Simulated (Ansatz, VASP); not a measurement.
## GaAs in VASP and in Ansatz

File POSCAR:

```
GaAs
1.0
    0.0000000000      2.8268500000      2.8268500000
    2.8268500000      0.0000000000      2.8268500000
    2.8268500000      2.8268500000      0.0000000000
As Ga
1 1
Direct
    0.7500000000      0.7500000000      0.7500000000
    0.0000000000      0.0000000000      0.0000000000
```

Contents of INCAR.step1:

```
PREC     = Accurate       # precision mode
ENCUT    = 600            # plane-wave cutoff, eV
EDIFF    = 1E-5           # SCF threshold, eV
ISMEAR   = 0              # smearing method
SIGMA    = 0.1            # smearing width, eV
LREAL    = False          # projectors in reciprocal space
LASPH    = True           # aspherical terms in the spheres
NELM     = 60             # most SCF steps
ALGO     = Normal         # electronic algorithm
LWAVE    = True           # write WAVECAR
LCHARG   = False          # write CHGCAR
GGA      = PE             # functional
NBANDS   = 16             # bands
```

The input INCAR.step2:

```
PREC     = Accurate       # precision mode
ENCUT    = 600            # plane-wave cutoff, eV
EDIFF    = 1E-7           # SCF threshold, eV
ISMEAR   = 0              # smearing method
SIGMA    = 0.1            # smearing width, eV
LREAL    = False          # projectors in reciprocal space
LASPH    = True           # aspherical terms in the spheres
NELM     = 60             # most SCF steps
ALGO     = Normal         # electronic algorithm
ISIF     = 3              # what is computed and relaxed
LWAVE    = False          # write WAVECAR
LCHARG   = False          # write CHGCAR
GGA      = PE             # functional
LHFCALC  = True           # exact exchange
AEXX     = 0.25           # exact-exchange fraction
PRECFOCK = Normal       
IBRION   = 2              # ionic algorithm
NSW      = 60             # ionic steps
EDIFFG   = -0.01          # ionic threshold
ISTART   = 1
```

The input KPOINTS:

```
Automatic mesh
0
Gamma
  4 4 4
```

The input input.yaml:

```yaml
crystal:
  lattice:
    - [0.0, 2.82685, 2.82685]
    - [2.82685, 0.0, 2.82685]
    - [2.82685, 2.82685, 0.0]
  atoms:
    - { symbol: As, position: [0.75, 0.75, 0.75] }
    - { symbol: Ga, position: [0.0, 0.0, 0.0] }
hamiltonian:
  xc: pbe0
  pseudopotentials: { kind: paw }
kpoints:
  mp_grid: { grid: [4, 4, 4] }
scf:
  occupations: { method: gaussian, width: 0.1 }
output:
  forces: true
  stress: true
relax:
  f_tol: 0.01
  max_steps: 40
  cell: { stress_tol: 0.05 }
```

Alike in both runs: task relaxation of cell and atoms; functional PBE0; k mesh 4 × 4 × 4; occupations gaussian, width 0.1 eV; no spin polarisation.

|  | VASP | Ansatz |
| --- | --- | --- |
| version | VASP 6.6.1 | Ansatz 0.2.0 |
| potentials or method | VASP PAW PBE potentials, release 64 (As, Ga_d) | Ansatz PAW |
| plane-wave cutoff (eV) | 600 | 420 |
| valence electrons in the cell | 18 | 28 |

|  | VASP | Ansatz | Ansatz less VASP |
| --- | --- | --- | --- |
| gap on the k mesh at the Fermi level, each at its own relaxed structure (eV) | 2.07 | 1.99 | -0.084 |
| relaxed volume (Å³/atom) | 22.88 | 22.95 | +0.077 |
| relaxed cell length with the largest relative difference (Å) | 4.015 | 4.019 | +0.0045 |

VASP's potentials hold 18 valence electrons a cell and Ansatz's 28, so a difference there can come from the potentials and not from the codes.

The k mesh is coarse, so the values compare programs but aren't converged. Noted on Ansatz's run: the plane-wave basis is chosen anew once the cell has moved, so the energies of steps on either side of that aren't comparable.
